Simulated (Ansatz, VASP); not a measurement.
Ba in VASP and in Ansatz

File INCAR:

```
SYSTEM = Ba
PREC = Accurate
ENCUT = 520
EDIFF = 1E-6
ISMEAR = 0
SIGMA = 0.15
LREAL = .FALSE.
LASPH = .TRUE.
NELM = 100
ALGO = Fast
ISIF = 2
LWAVE = .FALSE.
LCHARG = .TRUE.
GGA = PS
LELF = .TRUE.
LVHAR = .TRUE.
NBANDS = 11
```

KPOINTS

```
Automatic mesh
0
G
  14 14 14
  0 0 0
```

Contents of POSCAR:

```
Ba
1.0
    0.0000000000      3.6287264494      2.5655095997
    3.6287264494      0.0000000000      2.5655095997
    3.6287264494      3.6287264494      0.0000000000
Ba
1
Direct
    0.0000000000      0.0000000000      0.0000000000
```

Input for Ansatz:

```yaml
crystal:
  lattice:
    - [0.0, 3.6287264494, 2.5655095997]
    - [3.6287264494, 0.0, 2.5655095997]
    - [3.6287264494, 3.6287264494, 0.0]
  atoms:
    - { symbol: Ba, position: [0.0, 0.0, 0.0] }
basis:
  ecutwfc: 420
kpoints:
  mp_grid: { grid: [14, 14, 14] }
hamiltonian:
  xc: pbesol
scf:
  occupations: { method: gaussian, width: 0.15 }
output:
  forces: true
  stress: true
  eigenvalues: true
```

Alike in both runs: task single point; functional PBEsol; k mesh 14 × 14 × 14; occupations gaussian, width 0.15 eV; no spin polarisation.

|  | VASP | Ansatz |
| --- | --- | --- |
| version | VASP 6.6.1 | Ansatz 0.2.0 |
| potentials or method | VASP PAW PBE potentials, release 64 (Ba_sv), cutoff 520 eV | scalar-relativistic, plane waves, PAW |
| valence electrons in the cell | 10 | 10 |

```csv
,VASP,Ansatz,Ansatz less VASP
gap on the k mesh at the Fermi level (eV),none,none,-
pressure (GPa),-1.1,-1.1,-0.04
```

VASP's potentials were made for PBE, not for PBEsol. A gap of «none» marks a metal or a gap that the smearing closes.

Neither program's run includes spin-orbit coupling.
